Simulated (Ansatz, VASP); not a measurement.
# Two plane-wave programs on Ir

```
Ir
1.0
     2.73697    0.00000    0.00000
    -1.36848    2.37028    0.00000
     0.00000    0.00000   21.70417
Ir
4
Direct
  0.66667 0.33333 0.34556
  0.33333 0.66667 0.44852
  0.00000 0.00000 0.55148
  0.66667 0.33333 0.65444
```

Alike in both runs: task single point; functional PBE; k mesh 15 × 15 × 1; occupations gaussian, width 0.1 eV; no spin polarisation.

```csv
,VASP,Ansatz
version,VASP 6.6.1,Ansatz 0.2.0
potentials or method,"VASP PAW PBE potentials, release 64 (Ir), cutoff 520 eV","scalar-relativistic, plane waves, PAW"
valence electrons in the cell,36,68
```

Ansatz gave:

| Property | Result |
| --- | --- |
| gap on the k mesh at the Fermi level (eV) | none |
| rms of the force components (eV/Å) | 0.193 |

Problem. What did VASP give for the same quantities?

Solution. gap on the k mesh at the Fermi level (eV): none; rms of the force components (eV/Å): 0.181.

Atom by atom the forces differ by 0.012 eV/Å (rms over components). A gap of «none» marks a metal or a gap that the smearing closes. The functional is the same, so the differences come from potentials, cutoffs and numerics. VASP's potentials hold 36 valence electrons a cell and Ansatz's 68, so a difference there can come from the potentials and not from the codes. Ansatz's warnings: xc potential rough in thin density.

Spin-orbit coupling is off throughout.
